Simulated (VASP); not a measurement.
# AlPt (Pm-3m) in VASP: further runs

The runs below take AlPt through single point, relaxation of cell and atoms, with PBEsol.

Program: VASP 6.6.1. These are calculated values, not measurements. Logs are shortened: lines on timing, memory, paths and dates and some standing lists are left out, and cuts for length are marked.

## (1) The cell of the first run

It takes space group Pm-3m (No. 221, cubic). Conventional cell: a = 3.060 Å, b = 3.060 Å, c = 3.060 Å, α = 90.00°, β = 90.00°, γ = 90.00°. Al (site symmetry m-3m) has 8 Pt at 2.65 Å and 6 Al at 3.06 Å within 3.5 Å. Within 3.5 Å of Pt (site symmetry m-3m) lie 8 Al at 2.65 Å and 6 Pt at 3.06 Å.

## (2) Single point, PBEsol

INCAR reads:

```
SYSTEM = AlPt
ALGO = Normal
EDIFF = 1E-6
ENCUT = 520
GGA = PS
ISIF = 2
ISMEAR = -1
LASPH = .True.
LCHARG = .False.
LREAL = .False.
LWAVE = .False.
NBANDS = 14
NELM = 80
PREC = Accurate
SIGMA = 0.05
```

KPOINTS reads:

```
k-points
0
Gamma
  13 13 13
  0 0 0
```

POSCAR reads:

```
AlPt
1.0
    3.0604204936      0.0000000000      0.0000000000
    0.0000000000      3.0604204936      0.0000000000
    0.0000000000      0.0000000000      3.0604204936
Al Pt
1 1
Direct
    0.0000000000      0.0000000000      0.0000000000
    0.5000000000      0.5000000000      0.5000000000
```

Potentials or basis: VASP PAW PBE potentials, release 64 (Al, Pt).

Run with:

```sh
$ cat potpaw_PBE.64/Al/POTCAR potpaw_PBE.64/Pt/POTCAR > POTCAR
$ mpirun -np 1 vasp_std > vasp.out
```

OUTCAR:

```text
SYSTEM = AlPt
   EDIFF = 1E-6
   ENCUT = 520
   GGA = PS
   ISIF = 2
   ISMEAR = -1
   LASPH = .True.
   LREAL = .False.
   NELM = 80
   PREC = Accurate

 ion  position               nearest neighbor table
   1  0.000  0.000  0.000-   2 2.65   2 2.65   2 2.65   2 2.65   2 2.65   2 2.65   2 2.65   2 2.65

   2  0.500  0.500  0.500-   1 2.65   1 2.65   1 2.65   1 2.65   1 2.65   1 2.65   1 2.65   1 2.65

  LATTYP: Found a simple cubic cell.
 ALAT       =     3.0604204936

  Lattice vectors:

 A1 = (   3.0604204936,   0.0000000000,   0.0000000000)
 A2 = (   0.0000000000,   3.0604204936,   0.0000000000)
 A3 = (   0.0000000000,   0.0000000000,   3.0604204936)

Analysis of symmetry for initial positions (statically):
=====================================================================
 Subroutine PRICEL returns:
 Original cell was already a primitive cell.

 Routine SETGRP: Setting up the symmetry group for a
 simple cubic supercell.

 Subroutine GETGRP returns: Found 48 space group operations
 (whereof 48 operations were pure point group operations)
 out of a pool of 48 trial point group operations.

The static configuration has the point symmetry O_h .

Analysis of symmetry for dynamics (positions and initial velocities):
=====================================================================
 Subroutine PRICEL returns:
 Original cell was already a primitive cell.

 Routine SETGRP: Setting up the symmetry group for a
 simple cubic supercell.

 Subroutine GETGRP returns: Found 48 space group operations
 (whereof 48 operations were pure point group operations)
 out of a pool of 48 trial point group operations.

The dynamic configuration has the point symmetry O_h .

 Subroutine INISYM returns: Found 48 space group operations
 (whereof 48 operations are pure point group operations),
 and found     1 'primitive' translations

----------------------------------------------------------------------------------------

                                     Primitive cell

  volume of cell :      28.6644

  direct lattice vectors                    reciprocal lattice vectors
     3.060420494  0.000000000  0.000000000     0.326752485  0.000000000  0.000000000
     0.000000000  3.060420494  0.000000000     0.000000000  0.326752485  0.000000000
     0.000000000  0.000000000  3.060420494     0.000000000  0.000000000  0.326752485

  length of vectors
     3.060420494  3.060420494  3.060420494     0.326752485  0.326752485  0.326752485

  position of ions in fractional coordinates (direct lattice)
     0.000000000  0.000000000  0.000000000
     0.500000000  0.500000000  0.500000000

  ion indices of the primitive-cell ions
   primitive index   ion index
                 1           1
                 2           2

----------------------------------------------------------------------------------------

 KPOINTS: k-points

Automatic generation of k-mesh.
 Grid dimensions read from file:
 generate k-points for:   13   13   13

 Generating k-lattice:

  Cartesian coordinates                     Fractional coordinates (reciprocal lattice)
     0.025134807  0.000000000  0.000000000     0.076923077  0.000000000  0.000000000
     0.000000000  0.025134807  0.000000000     0.000000000  0.076923077  0.000000000
     0.000000000  0.000000000  0.025134807     0.000000000  0.000000000  0.076923077

  Length of vectors
     0.025134807  0.025134807  0.025134807

  Shift w.r.t. Gamma in fractional coordinates (k-lattice)
     0.000000000  0.000000000  0.000000000

 Subroutine IBZKPT returns following result:
 ===========================================

 Found     84 irreducible k-points:

 Following reciprocal coordinates:
            Coordinates               Weight
  0.000000  0.000000  0.000000      1.000000
  0.076923  0.000000  0.000000      6.000000
  0.153846  0.000000  0.000000      6.000000
  0.230769  0.000000  0.000000      6.000000
  0.307692  0.000000  0.000000      6.000000
  0.384615  0.000000  0.000000      6.000000
[... 16 lines left out ...]
  0.307692  0.307692  0.000000     12.000000
  0.384615  0.307692  0.000000     24.000000
 [... further k-points ...]
   k-points           NKPTS =     84   k-points in BZ     NKDIM =     84   number of bands    NBANDS=     14
   number of dos      NEDOS =    301   number of ions     NIONS =      2
   total plane-waves  NPLWV =  13824
   dimension x,y,z NGX =    24 NGY =   24 NGZ =   24
   dimension x,y,z NGXF=    48 NGYF=   48 NGZF=   48
   ions per type =               1   1
   NGX,Y,Z   is equivalent  to a cutoff of  13.04, 13.04, 13.04 a.u.
   NGXF,Y,Z  is equivalent  to a cutoff of  26.07, 26.07, 26.07 a.u.
 SYSTEM =  AlPt
   PREC   = accura    normal or accurate (medium, high low for compatibility)
   ISTART =      0    job   : 0-new  1-cont  2-samecut
   ICHARG =      2    charge: 1-file 2-atom 10-const
   ISPIN  =      1    spin polarized calculation?
   LNONCOLLINEAR =      F non collinear calculations
   LSORBIT =      F    spin-orbit coupling
   LASPH  =      T    aspherical Exc in radial PAW
   ENCUT  =  520.0 eV  38.22 Ry    6.18 a.u.   5.69  5.69  5.69*2*pi/ulx,y,z
   NELM   =     80;   NELMIN=  2; NELMDL= -5     # of ELM steps
   EDIFF  = 0.1E-05   stopping-criterion for ELM
   LREAL  =      F    real-space projection
   EDIFFG = 0.1E-04   stopping-criterion for IOM
   NSW    =      0    number of steps for IOM
   IBRION =     -1    ionic relax: 0-MD 1-quasi-New 2-CG
   NFREE  =      0    steps in history (QN), initial steepest desc. (CG)
   ISIF   =      2    stress and relaxation
   ISYM   =      2    0-nonsym 1-usesym 2-fastsym
   POTIM  = 0.5000    time-step for ionic-motion
   TEBEG  =    0.0;   TEEND  =   0.0 temperature during run
   PSTRESS=    0.0 pullay stress
   NELECT =      13.0000    total number of electrons
   NUPDOWN=      -1.0000    fix difference up-down
   EMIN   =  10.00;   EMAX   =-10.00  energy-range for DOS
   EFERMI =   0.00;   METHOD = LEGACY
   ISMEAR =    -1;   SIGMA  =   0.05  broadening in eV -4-tet -1-fermi 0-gaus
   EFERMI_NEDOS =   21; number of points for ismear=-14 and -15
   IALGO  =     38    algorithm
   IMIX   =      4    mixing-type and parameters
     AMIX     =   0.40;   BMIX     =  1.00
     AMIX_MAG =   1.60;   BMIX_MAG =  1.00
  volume/ion in A,a.u.               =      14.33        96.72
  Fermi-wavevector in a.u.,A,eV,Ry     =   1.257790  2.376879 21.524906  1.582036
  Thomas-Fermi vector in A             =   2.391432
   LORBIT       =      0    0 simple, 1 ext, 2 COOP (PROOUT), +10 PAW based schemes
   GGA     = PS    functional components
   LHFCALC =     F    Hartree Fock is set to
   AEXX    =    0.0000 exact exchange contribution
   IVDW    =     0    specifies the selected vdW correction
   LEPSILON=     F    determine dielectric tensor
   LRPA    =     F    only Hartree local field effects (RPA)
 non-spin polarized calculation
  energy-cutoff  :      520.00
  volume of cell :       28.66
 maximum number of plane-waves:       788
 NGX is ok and might be reduce to    24
   NGX = 11   NGY = 11   NGZ = 11

 number of electron      12.9999997 magnetization

 Free energy of the ion-electron system (eV)
  ---------------------------------------------------
  ext. energy  EPLUGINS =         0.00000000
  ---------------------------------------------------
  free energy    TOTEN  =       -12.93960140 eV

  energy without entropy =      -12.93475656  energy(sigma->0) =      -12.93717898

 E-fermi :  11.1094     XC(G=0): -12.3497

 val. band max:       11.0961383161   @ k =   0.4615   0.3077   0.3077
 cond. band min:      11.1181413752   @ k =   0.3846   0.2308   0.1538
 fundamental gap:      0.0220030591
 Fermi energy:        11.1093946602

 k-point     1 :       0.0000    0.0000    0.0000
  band No.  band energies     occupation
      1      -0.7384      2.00000
      2       5.2885      2.00000
      3       5.2885      2.00000
      4       8.4063      2.00000
      5       8.4063      2.00000
      6       8.4063      2.00000
      7      15.0119      0.00000
      8      15.0119      0.00000
      9      15.0119      0.00000
     10      20.2603      0.00000
     11      20.2603      0.00000
     12      21.0976      0.00000
     13      28.9463      0.00000
     14      28.9463      0.00000

 k-point     2 :       0.0769    0.0000    0.0000
  band No.  band energies     occupation
      1      -0.6273      2.00000
      2       5.3202      2.00000
      3       5.3303      2.00000
      4       8.2942      2.00000
      5       8.2942      2.00000
      6       8.4178      2.00000
      7      14.3604      0.00000
      8      15.2160      0.00000
      9      15.2160      0.00000
     10      20.0377      0.00000
     11      20.5474      0.00000
     12      21.6854      0.00000
     13      28.4429      0.00000
     14      28.4429      0.00000

 k-point     3 :       0.1538    0.0000    0.0000
  band No.  band energies     occupation
      1      -0.2993      2.00000
      2       5.4101      2.00000
      3       5.4254      2.00000
      4       8.0083      2.00000
      5       8.0083      2.00000
      6       8.4498      2.00000
      7      13.0565      0.00000
      8      15.7773      0.00000
      9      15.7773      0.00000
     10      19.4653      0.00000
     11      20.7782      0.00000
     12      23.4308      0.00000
     13      27.1887      0.00000
     14      27.1887      0.00000
[... 324 lines left out ...]
 k-point    23 :       0.3077    0.3077    0.0000
  band No.  band energies     occupation
      1       2.3469      2.00000
      2       5.0039      2.00000
      3       6.5707      2.00000
      4       6.9088      2.00000
      5       7.4645      2.00000
      6       7.6198      2.00000
      7      11.4772      0.00128
      8      13.2043      0.00000
      9      17.5225      0.00000
     10      19.5792      0.00000
     11      21.5182      0.00000
     12      23.4590      0.00000
     13      25.1751      0.00000
     14      27.0359      0.00000

 k-point    24 :       0.3846    0.3077    0.0000
  band No.  band energies     occupation
      1       2.9330      2.00000
      2       4.7198      2.00000
      3       6.7459      2.00000
      4       7.1663      2.00000
      5       7.2920      2.00000
      6       7.6179      2.00000
      7      10.7779      1.99736
      8      13.4919      0.00000
      9      16.6254      0.00000
     10      20.0411      0.00000
     11      21.2865      0.00000
     12      23.3295      0.00000
     13      24.8257      0.00000
     14      26.8771      0.00000

 [... further k-points ...]
[... 5 lines left out ...]
  --------------------------------------------------------------------------------------
  -------------------------------------------------------------------------------------
  Total       -0.0095820     -0.0095820     -0.0095820      0.0000000      0.0000000     -0.0000000
  in kB       -0.5355797     -0.5355797     -0.5355797      0.0000000      0.0000000     -0.0000000
  external PRESSURE =      -0.5355797 kB  Pullay stress =       0.0000000 kB

 VOLUME and BASIS-vectors are now :
 -----------------------------------------------------------------------------
  energy-cutoff  :      520.00
  volume of cell :       28.66
      direct lattice vectors                 reciprocal lattice vectors
     3.060420494  0.000000000  0.000000000     0.326752485  0.000000000  0.000000000
     0.000000000  3.060420494  0.000000000     0.000000000  0.326752485  0.000000000
     0.000000000  0.000000000  3.060420494     0.000000000  0.000000000  0.326752485

 POSITION                                       TOTAL-FORCE (eV/Angst)
 -----------------------------------------------------------------------------------
      0.00000      0.00000      0.00000         0.000000      0.000000      0.000000
      1.53021      1.53021      1.53021         0.000000      0.000000      0.000000
 -----------------------------------------------------------------------------------
    total drift:                                0.000000     -0.000000     -0.000000

  FREE ENERGIE OF THE ION-ELECTRON SYSTEM (eV)
  ---------------------------------------------------
  free  energy   TOTEN  =       -12.9396013989 eV

  energy  without entropy=      -12.9347565631  energy(sigma->0) =      -12.93717898
```

Run time: 26 s. Hardware: 1 thread of Intel Xeon 6975P-C, shared host; peak memory 0.16 GiB.

Results:

```yaml
Free_energy: -12.9396 eV
Pressure: -0.1 GPa
```

Caveat: the PAW data sets were made with another functional, which shifts forces and pressure a little; spin-orbit coupling is left out, which moves the levels of the heavy elements.

## (3) Single point, PBEsol

INCAR reads:

```
PREC     = Accurate       # precision mode
ENCUT    = 500            # plane-wave cutoff, eV
EDIFF    = 1E-6           # SCF threshold, eV
ISMEAR   = -1             # smearing method
SIGMA    = 0.05           # smearing width, eV
LREAL    = F              # projectors in reciprocal space
LASPH    = T              # aspherical terms in the spheres
NELM     = 120            # most SCF steps
ALGO     = Normal         # electronic algorithm
ISIF     = 2              # what is computed and relaxed
LWAVE    = F              # write WAVECAR
LCHARG   = F              # write CHGCAR
GGA      = PS             # functional
NBANDS   = 14             # bands
GGA_COMPAT= F
```

KPOINTS reads:

```
Automatic mesh
0
Gamma
  13 13 13
```

POSCAR is that of step 2.

Potentials or basis: VASP PAW PBE potentials, release 64 (Al, Pt).

Run with:

```sh
$ cat potpaw_PBE.64/Al/POTCAR potpaw_PBE.64/Pt/POTCAR > POTCAR
$ mpirun -np 1 vasp_std > vasp.out
```

OUTCAR:

```text
PREC = Accurate
   ENCUT = 500
   EDIFF = 1E-6
   ISMEAR = -1
   LREAL = F
   LASPH = T
   NELM = 120
   ISIF = 2
   GGA = PS

 ion  position               nearest neighbor table
   1  0.000  0.000  0.000-   2 2.65   2 2.65   2 2.65   2 2.65   2 2.65   2 2.65   2 2.65   2 2.65

   2  0.500  0.500  0.500-   1 2.65   1 2.65   1 2.65   1 2.65   1 2.65   1 2.65   1 2.65   1 2.65

  LATTYP: Found a simple cubic cell.
 ALAT       =     3.0604204936

  Lattice vectors:

 A1 = (   3.0604204936,   0.0000000000,   0.0000000000)
 A2 = (   0.0000000000,   3.0604204936,   0.0000000000)
 A3 = (   0.0000000000,   0.0000000000,   3.0604204936)

Analysis of symmetry for initial positions (statically):
=====================================================================
 Subroutine PRICEL returns:
 Original cell was already a primitive cell.

 Routine SETGRP: Setting up the symmetry group for a
 simple cubic supercell.

 Subroutine GETGRP returns: Found 48 space group operations
 (whereof 48 operations were pure point group operations)
 out of a pool of 48 trial point group operations.

The static configuration has the point symmetry O_h .

Analysis of symmetry for dynamics (positions and initial velocities):
=====================================================================
 Subroutine PRICEL returns:
 Original cell was already a primitive cell.

 Routine SETGRP: Setting up the symmetry group for a
 simple cubic supercell.

 Subroutine GETGRP returns: Found 48 space group operations
 (whereof 48 operations were pure point group operations)
 out of a pool of 48 trial point group operations.

The dynamic configuration has the point symmetry O_h .

 Subroutine INISYM returns: Found 48 space group operations
 (whereof 48 operations are pure point group operations),
 and found     1 'primitive' translations

[... 116 lines left out ...]
  Fermi-wavevector in a.u.,A,eV,Ry     =   1.257790  2.376879 21.524906  1.582036
  Thomas-Fermi vector in A             =   2.391432
   LORBIT       =      0    0 simple, 1 ext, 2 COOP (PROOUT), +10 PAW based schemes
   GGA     = PS    functional components
   LHFCALC =     F    Hartree Fock is set to
   AEXX    =    0.0000 exact exchange contribution
   IVDW    =     0    specifies the selected vdW correction
   LEPSILON=     F    determine dielectric tensor
   LRPA    =     F    only Hartree local field effects (RPA)
 non-spin polarized calculation
  energy-cutoff  :      500.00
  volume of cell :       28.66
 maximum number of plane-waves:       740
 NGX is ok and might be reduce to    24
   NGX = 11   NGY = 11   NGZ = 11

 number of electron      12.9999997 magnetization

 Free energy of the ion-electron system (eV)
  ---------------------------------------------------
  ext. energy  EPLUGINS =         0.00000000
  ---------------------------------------------------
  free energy    TOTEN  =       -12.93966868 eV

  energy without entropy =      -12.93482372  energy(sigma->0) =      -12.93724620

 E-fermi :  11.1094     XC(G=0): -12.3497

 val. band max:       11.0961772169   @ k =   0.4615   0.3077   0.3077
 cond. band min:      11.1181938444   @ k =   0.3846   0.2308   0.1538
 fundamental gap:      0.0220166275
 Fermi energy:        11.1094430591

 k-point     1 :       0.0000    0.0000    0.0000
  band No.  band energies     occupation
      1      -0.7384      2.00000
      2       5.2885      2.00000
      3       5.2885      2.00000
      4       8.4063      2.00000
      5       8.4063      2.00000
      6       8.4063      2.00000
      7      15.0119      0.00000
      8      15.0119      0.00000
      9      15.0119      0.00000
     10      20.2603      0.00000
     11      20.2603      0.00000
     12      21.0977      0.00000
     13      28.9463      0.00000
     14      28.9463      0.00000
[... 377 lines left out ...]
      1       2.9331      2.00000
      2       4.7198      2.00000
      3       6.7460      2.00000
      4       7.1663      2.00000
      5       7.2920      2.00000
      6       7.6179      2.00000
      7      10.7780      1.99736
      8      13.4919      0.00000
      9      16.6255      0.00000
     10      20.0411      0.00000
     11      21.2865      0.00000
     12      23.3296      0.00000
     13      24.8257      0.00000
     14      26.8772      0.00000

 [... further k-points ...]
[... 5 lines left out ...]
  --------------------------------------------------------------------------------------
  -------------------------------------------------------------------------------------
  Total       -0.0086214     -0.0086214     -0.0086214     -0.0000000     -0.0000000      0.0000000
  in kB       -0.4818880     -0.4818880     -0.4818880     -0.0000000     -0.0000000      0.0000000
  external PRESSURE =      -0.4818880 kB  Pullay stress =       0.0000000 kB

 VOLUME and BASIS-vectors are now :
 -----------------------------------------------------------------------------
  energy-cutoff  :      500.00
  volume of cell :       28.66
      direct lattice vectors                 reciprocal lattice vectors
     3.060420494  0.000000000  0.000000000     0.326752485  0.000000000  0.000000000
     0.000000000  3.060420494  0.000000000     0.000000000  0.326752485  0.000000000
     0.000000000  0.000000000  3.060420494     0.000000000  0.000000000  0.326752485

 POSITION                                       TOTAL-FORCE (eV/Angst)
 -----------------------------------------------------------------------------------
      0.00000      0.00000      0.00000         0.000000      0.000000      0.000000
      1.53021      1.53021      1.53021         0.000000      0.000000      0.000000
 -----------------------------------------------------------------------------------
    total drift:                                0.000000     -0.000000     -0.000000

  FREE ENERGIE OF THE ION-ELECTRON SYSTEM (eV)
  ---------------------------------------------------
  free  energy   TOTEN  =       -12.9396686777 eV

  energy  without entropy=      -12.9348237245  energy(sigma->0) =      -12.93724620
```

It took 34 s on 1 thread of Intel Xeon 8259CL, shared host; peak memory 0.16 GiB.

Results:

* Free energy: -12.9397 eV
* Pressure: 0.0 GPa

Levels at points of the mesh, in eV from the Fermi level:
```
           k point  band 3  band 4  band 5  band 6  band 7  band 8  band 9  band 10
(0.00, 0.00, 0.00)   -5.82   -2.70   -2.70   -2.70    3.90    3.90    3.90     9.15
```

Caveat: the PAW data sets were made with another functional, which shifts forces and pressure a little; spin-orbit coupling is left out, which moves the levels of the heavy elements.

(Continued in part 2 of 2.)
